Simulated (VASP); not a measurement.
Wanted: the native input for a VASP 6.6.1 run.

```
Task                   : single point
Functional             : PBE
Potentials or basis    : VASP PAW PBE potentials, release 64 (Cu, O)
Cutoff                 : 520 eV
k mesh                 : 6 × 6 × 1
Occupations            : gaussian, width 0.1 eV
Spin                   : no spin polarisation
Dipole correction      : yes
Further INCAR settings : ALGO = Normal; EDIFF = 1e-07; NBANDS = 81
```

The structure of Cu12O lies in POSCAR:

```
Cu12O
1.0
    5.1319544695      0.0000000000      0.0000000000
   -2.5659772347      4.4444029416      0.0000000000
    0.0000000000      0.0000000000     19.6215699228
Cu O
12 1
Direct
    0.3333333333      0.1666666667      0.2038572864
    0.3333333333      0.6666666667      0.2038572864
    0.8333333333      0.1666666667      0.2038572864
    0.8333333333      0.6666666667      0.2038572864
    0.1666666667      0.3333333333      0.3088787979
    0.1666666667      0.8333333333      0.3088787979
    0.6666666667      0.3333333333      0.3088787979
    0.6666666667      0.8333333333      0.3088787979
    0.0000000000      0.0000000000      0.4139103015
    0.0000000000      0.5000000000      0.4139103015
    0.5000000000      0.0000000000      0.4139103015
    0.5000000000      0.5000000000      0.4139103015
    0.0000000000      0.0000000000      0.5013898809
```

These files were run (other wordings do the same):

INCAR

```
PREC = Accurate
ENCUT = 520
EDIFF = 1E-7
ISMEAR = 0
SIGMA = 0.1
LREAL = False
LASPH = True
NELM = 100
ALGO = Normal
ISIF = 2
LWAVE = False
LCHARG = False
LDIPOL = True
IDIPOL = 3
DIPOL = 0.5 0.5 0.324
GGA = PE
NBANDS = 81
```

KPOINTS

```
Automatic mesh
0
Gamma
  6 6 1
```

Potentials or basis: VASP PAW PBE potentials, release 64 (Cu, O).

Launch:

```sh
$ cat potpaw_PBE.64/Cu/POTCAR potpaw_PBE.64/O/POTCAR > POTCAR
$ mpirun -np 1 vasp_std > vasp.out
```

Results of the run:

```
Largest force          : 0.392 eV/Å
Band gap on the k mesh : zero (bands 69 and 70 overlap by 0.64 eV)
```

Wall time 24 min on 1 thread of Intel Xeon 8259CL, on a shared host, peak memory 0.61 GiB.
